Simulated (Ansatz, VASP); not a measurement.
This is a calculation of MnS for VASP 6.6.1.

File INCAR:

```
SYSTEM = MnS
ALGO = Normal
EDIFF = 1E-7
ENCUT = 520
GGA = PS
ISIF = 2
ISMEAR = -1
ISPIN = 2
LASPH = .TRUE.
LCHARG = .FALSE.
LMAXMIX = 4
LORBIT = 11
LREAL = .FALSE.
LWAVE = .FALSE.
MAGMOM = 4 0
NBANDS = 20
NELM = 150
PREC = Accurate
SIGMA = 0.05
```

Contents of KPOINTS:

```
k-points
0
G
  9 9 9
  0 0 0
```

The input POSCAR:

```
MnS
1.0
    0.0000000000      2.6555815960      2.6555815960
    2.6555815960      0.0000000000      2.6555815960
    2.6555815960      2.6555815960      0.0000000000
Mn S
1 1
Direct
    0.0000000000      0.0000000000      0.0000000000
    0.5000000000      0.5000000000      0.5000000000
```

Potentials or basis: VASP PAW PBE potentials, release 64 (Mn_pv, S).

Run with:

```console
$ cat potpaw_PBE.64/Mn_pv/POTCAR potpaw_PBE.64/S/POTCAR > POTCAR
$ mpirun -np 1 vasp_std > vasp.out
```

Question: Set up the same calculation for Ansatz 0.2.0. Potentials there: all-electron LAPW, scalar-relativistic.

Answer: As run (the cutoff follows the program's own potentials):

File input.yaml:

```yaml
crystal:
  lattice:
    - [0.0, 2.655581596, 2.655581596]
    - [2.655581596, 0.0, 2.655581596]
    - [2.655581596, 2.655581596, 0.0]
  atoms:
    - { symbol: Mn, position: [0.0, 0.0, 0.0], spin: 4.0 }
    - { symbol: S, position: [0.5, 0.5, 0.5] }
kpoints:
  mp_grid: { grid: [9, 9, 9] }
scf:
  occupations: { method: fermi_dirac, width: 0.05 }
hamiltonian:
  xc: pbesol
  pseudopotentials: { kind: all_electron, lapw: { basis_error: 0.0005 } }
magnetization:
  spin_polarized: true
output:
  forces: true
  stress: true
  eigenvalues: true
```

Potentials or basis: all-electron LAPW, scalar-relativistic.

Launch:

```bash
$ ansatz run input.yaml --threads 2 --pin off --max-ram 6144MiB --backend cpu --events-out ev --progress --plain --runs-dir out
```

Both were run:

|  | VASP | Ansatz | Ansatz less VASP |
| --- | --- | --- | --- |
| gap on the k mesh at the Fermi level (eV) | none | none | - |
| pressure (GPa) | -9.4 | -9.5 | -0.06 |
| net moment per atom (μB) | 2.40 | 2.40 | 0.000 |
| size of the moment on the site where the two differ most (μB) | 4.32 | 4.51 | +0.193 |

VASP's potentials were made for PBE, not for PBEsol. Site moments also hang on the region over which each program counts them. A gap of «none» marks a metal or a gap that the smearing closes. Ansatz ran all-electron here, and VASP with PAW potentials.
